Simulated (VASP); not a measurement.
A run of VASP 6.6.1 is set up as follows.

File INCAR:

```
SYSTEM = Cu
PREC = Accurate ; ENCUT = 520
EDIFF = 1E-7 ; ISMEAR = 1
SIGMA = 0.15 ; LREAL = .FALSE.
LASPH = .TRUE. ; NELM = 100
ALGO = Normal ; ISIF = 2
LWAVE = .FALSE. ; LCHARG = .FALSE.
GGA = PS ; NBANDS = 18
```

KPOINTS

```
Automatic mesh
0
G
  14 14 13
  0 0 0
```

POSCAR

```
Cu
1.0
    1.2184640000     -3.9763780000      0.0000000000
    1.2184640000      3.9763780000      0.0000000000
    0.0000000000      0.0000000000      2.4754960000
Cu
2
Direct
    0.1338670000      0.8661330000      0.2500000000
    0.8661330000      0.1338670000      0.7500000000
```

Potentials or basis: VASP PAW PBE potentials, release 64 (Cu).

Run with:

```console
$ cat potpaw_PBE.64/Cu/POTCAR > POTCAR
$ mpirun -np 1 vasp_std > vasp.out
```

(1) What does it give for the largest force?

(2) Predict the pressure.

(3) What does it give for the band gap on the k mesh?

Results:

(1) 0.006 eV/Å.

(2) -0.8 GPa.

(3) zero (band 11 reaches 10.84 eV, above the bottom of band 12 at 5.58 eV).

Caveat: the PAW data sets were made with another functional, which shifts forces and pressure a little.
